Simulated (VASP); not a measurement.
# MgO (P1) in VASP: a series of runs, part 2 of 2

VASP 6.6.1. The steps go on from the part before.

### Step 3. Single point, PBEsol

Input file INCAR:

```
SYSTEM = MgO
  ALGO = Normal
  EDIFF = 1E-6
  ENCUT = 520
  GGA = PS
  ISIF = 2
  ISMEAR = -1
  LASPH = .TRUE.
  LCHARG = .FALSE.
  LREAL = Auto
  LWAVE = .FALSE.
  NBANDS = 66
  NELM = 100
  PREC = Accurate
  SIGMA = 0.146
```

Input file KPOINTS:

```
k-points
0
G
  4 4 2
  0 0 0
```

Input file POSCAR:

```
MgO
1.0
    0.0000000000      4.2043360512      4.2043360512
    4.2043360512      0.0000000000      4.2043360512
    6.3065040767      6.3065040767      0.0000000000
Mg O
12 12
Direct
   -0.0134012837      0.0357275199     -0.0164055234
    0.0186288629      0.0070941047      0.3357912679
    0.0014891769     -0.0038681494      0.6702826080
   -0.0032118032      0.4821937341      0.0156176066
    0.0005935539      0.5082111596      0.3411532719
    0.0090146219      0.4602813563      0.6709843439
    0.4808729548     -0.0047609182     -0.0067413736
    0.5112446945      0.0213749565      0.3385938507
    0.5562440708     -0.0049173044      0.6413009412
    0.4807282233      0.4941477024      0.0054951205
    0.4935228713      0.5079689097      0.3384483660
    0.4777966070      0.4996637934      0.6716901232
    0.2892211720      0.2059642687      0.1608347490
    0.2511416754      0.2745991248      0.4817375781
    0.2561921756      0.2414466845      0.8203058203
    0.2674136858      0.7296364902      0.1590294699
    0.2142653415      0.7454571808      0.5064069508
    0.2279484771      0.7447637301      0.8500238698
    0.7622908733      0.2277434507      0.1809352672
    0.7496767531      0.2640978234      0.4982879519
    0.7008388397      0.2833695940      0.8290781924
    0.7640686807      0.7754229111      0.1686734024
    0.7481099184      0.7487920712      0.5085368155
    0.7482893759      0.7539723184      0.8267152350
```

Potentials or basis: VASP PAW PBE potentials, release 64 (Mg, O).

Launch:

```bash
> cat potpaw_PBE.64/Mg/POTCAR potpaw_PBE.64/O/POTCAR > POTCAR
> mpirun -np 1 vasp_std > vasp.out
```

Wall time 5.3 min (1 thread of Intel Xeon 6975P-C (Granite Rapids), shared host); peak memory 0.49 GiB.

It converged, with:

* Free energy: -147.2571 eV
* Pressure: 5.2 GPa
* Largest force: 2.843 eV/Å
* Band gap on the k mesh: 4.05 eV

Forces on the atoms (eV/Å):
```
Mg  -0.595  1.296 -1.863
Mg  -0.873 -0.697 -0.588
Mg  -0.178  0.116 -0.652
Mg   0.656 -0.753  0.920
Mg   0.047 -1.545  0.396
Mg   1.644 -1.380  1.011
Mg  -0.551  1.195  0.546
Mg  -1.946 -0.417 -1.095
Mg   1.722  0.147 -1.817
Mg  -0.067 -0.288  0.724
Mg  -0.057 -0.433  1.201
Mg   0.426 -0.500  0.750
O    2.014 -1.024 -0.147
O   -0.157  1.566 -1.390
O    0.562 -0.072 -0.499
O    1.103  0.296  0.174
O    0.150  1.758  1.212
O   -0.667 -1.142  0.554
O    0.374 -0.706  1.793
O   -0.357  0.048  0.328
O   -1.463  2.354  0.633
O   -1.086 -0.053 -1.712
O   -0.836 -0.695 -0.140
O    0.135  0.931 -0.338
```

Stress tensor (GPa, compression positive):
```
 5.31  1.04 -0.26
 1.04  4.95 -0.18
-0.26 -0.18  5.34
```

Levels at points of the mesh, in eV from the valence-band top:
```tsv
k point	band 46	band 47	band 48	band 49	band 50	band 51
(0.00, 0.00, 0.00)	-0.28	-0.19	0.00	4.05	6.68	6.81
(0.50, 0.00, 0.00)	-0.53	-0.53	-0.40	6.23	6.41	7.82
(0.00, 0.50, 0.00)	-0.65	-0.33	-0.14	6.14	6.52	7.76
(0.50, 0.50, 0.00)	-0.69	-0.53	-0.26	6.63	6.81	7.01
(0.00, 0.00, 0.50)	-0.41	-0.35	-0.05	5.33	5.49	6.97
(0.50, 0.00, 0.50)	-0.66	-0.59	-0.47	6.44	6.91	7.39
(0.00, 0.50, 0.50)	-0.68	-0.49	-0.20	6.52	6.71	7.35
(0.50, 0.50, 0.50)	-0.60	-0.50	-0.28	6.21	6.34	8.10
```

Caveat: the k points lie up to 0.43 Å⁻¹ apart; the atoms stand as in a frame of molecular dynamics; the PAW data sets were made with another functional, which shifts forces and pressure a little. Expect the measured gap to be larger: semilocal functionals such as PBEsol lack the derivative discontinuity.

### Step 4. Single point, PBEsol

Input file INCAR:

```
PREC = Accurate
ENCUT = 520
EDIFF = 1E-6
ISMEAR = -1
SIGMA = 0.146
LREAL = Auto
LASPH = T
NELM = 100
ALGO = Normal
ISIF = 2
LWAVE = F
LCHARG = F
GGA = PS
NBANDS = 66
```

Input file KPOINTS:

```
Automatic mesh
0
Gamma
  4 4 2
```

Input file POSCAR:

```
MgO
1.0
    0.0000000000      4.2043360512      4.2043360512
    4.2043360512      0.0000000000      4.2043360512
    6.3065040767      6.3065040767      0.0000000000
Mg O
12 12
Direct
    0.0048729454     -0.0235510432      0.0021924191
    0.0158178364      0.0305742687      0.3333296030
    0.0025688955     -0.0173243763      0.6703878169
    0.0136159430      0.5062770849     -0.0096752494
   -0.0134588433      0.5277697770      0.3337315689
   -0.0280750631      0.4923788143      0.6706081450
    0.5256190212     -0.0271809862     -0.0006347415
    0.5228377259      0.0255435100      0.3152447815
    0.4943992285      0.0025106223      0.6766586445
    0.4951718832      0.4986230821     -0.0145161248
    0.4914496546      0.5207610603      0.3316602153
    0.4701900552      0.4993283064      0.6687337309
    0.2432926359      0.2812168165      0.1641338826
    0.2802399679      0.2344998088      0.5009699449
    0.2631208558      0.2301762961      0.8383590077
    0.2282969269      0.7737851971      0.1812826863
    0.2543474135      0.7710886952      0.4870195853
    0.2605237751      0.7305475734      0.8258473215
    0.7295885635      0.2722647491      0.1683752975
    0.7612080626      0.2471799322      0.5055812953
    0.7761333681      0.1924276485      0.8499527527
    0.7400538306      0.7353180056      0.1667151860
    0.7369972244      0.7543186276      0.5021636332
    0.7337787614      0.7229271074      0.8434447097
```

Launch:

```bash
> cat potpaw_PBE.64/Mg/POTCAR potpaw_PBE.64/O/POTCAR > POTCAR
> mpirun -np 1 vasp_std > vasp.out
```

Wall time 5.8 min (1 thread of Intel Xeon 6975P-C (Granite Rapids), shared host); peak memory 0.49 GiB.

Results (log left out):

```yaml
Free_energy: -147.9440 eV
Pressure: 4.5 GPa
Largest_force: 2.316 eV/Å
Band_gap_on_the_k_mesh: 4.21 eV
```

Forces on the atoms (eV/Å):
```
Mg   1.153  0.834  0.866
Mg  -0.510 -1.033 -0.917
Mg  -0.254 -0.558  1.088
Mg  -0.190  0.344 -2.282
Mg  -0.477  0.800 -0.315
Mg  -0.806  0.353  0.593
Mg   0.931 -1.076 -0.912
Mg   0.865  0.258 -1.515
Mg  -1.400 -0.778  0.385
Mg   0.465  1.822 -0.486
Mg  -0.581  0.254 -1.089
Mg  -1.221  0.063  1.294
O   -0.558  0.123 -0.163
O    1.416 -1.078 -0.474
O    0.603 -0.497 -0.069
O   -1.070 -0.753  0.083
O    0.305  0.879 -0.964
O    0.958  0.012 -0.029
O   -1.008  0.404  0.953
O    0.615 -0.201 -0.173
O    0.624 -1.757  0.867
O    0.570  0.753  1.765
O   -0.088  0.786 -0.097
O   -0.340  0.042  1.591
```

Stress tensor (GPa, compression positive):
```
 3.86  0.12 -0.43
 0.12  4.81 -0.36
-0.43 -0.36  4.93
```

Levels at points of the mesh, in eV from the valence-band top:
| k point | band 44 | band 45 | band 46 | band 47 | band 48 | band 49 | band 50 | band 51 | band 52 | band 53 |
| --- | --- | --- | --- | --- | --- | --- | --- | --- | --- | --- |
| (0.00, 0.00, 0.00) | -0.50 | -0.40 | -0.20 | -0.05 | 0.00 | 4.21 | 6.97 | 7.11 | 7.25 | 7.37 |
| (0.50, 0.00, 0.00) | -0.80 | -0.56 | -0.45 | -0.42 | -0.32 | 6.48 | 6.56 | 7.98 | 8.26 | 8.62 |
| (0.00, 0.50, 0.00) | -0.72 | -0.67 | -0.43 | -0.34 | -0.28 | 6.39 | 6.65 | 8.05 | 8.20 | 8.50 |
| (0.50, 0.50, 0.00) | -0.73 | -0.72 | -0.56 | -0.52 | -0.21 | 6.84 | 6.94 | 7.47 | 7.74 | 8.68 |
| (0.00, 0.00, 0.50) | -0.70 | -0.46 | -0.34 | -0.09 | -0.03 | 5.40 | 5.82 | 7.12 | 7.34 | 8.11 |
| (0.50, 0.00, 0.50) | -0.77 | -0.73 | -0.50 | -0.49 | -0.37 | 6.81 | 6.85 | 7.90 | 7.91 | 8.60 |
| (0.00, 0.50, 0.50) | -0.77 | -0.65 | -0.56 | -0.42 | -0.33 | 6.74 | 6.93 | 7.90 | 8.01 | 8.45 |
| (0.50, 0.50, 0.50) | -0.80 | -0.77 | -0.54 | -0.38 | -0.22 | 6.46 | 6.50 | 8.27 | 8.54 | 8.75 |

Caveat: the k points lie up to 0.43 Å⁻¹ apart; the atoms stand as in a frame of molecular dynamics; the PAW data sets were made with another functional, which shifts forces and pressure a little.

### Step 5. Overview

```tsv
cell	gap on the mesh (eV)	pressure (GPa)	largest force (eV/Å)
as given, atomic positions A	4.23	5.1	2.68
as given, atomic positions B	4.05	5.2	2.84
as given, atomic positions C	4.21	4.5	2.32
```

Alike in all rows: task single point; level PBEsol; potentials or basis VASP PAW PBE potentials, release 64 (Mg, O); no spin polarisation; k mesh 4 × 4 × 2; cutoff (eV) 520; smearing fermi-dirac 0.146 eV.

Caveats: all runs use coarse meshes; the atoms stand as in a frame of molecular dynamics; the PAW data sets were made with another functional, which shifts forces and pressure a little.

Total energies depend on the potentials used, so only differences within one code and one set of settings carry meaning.
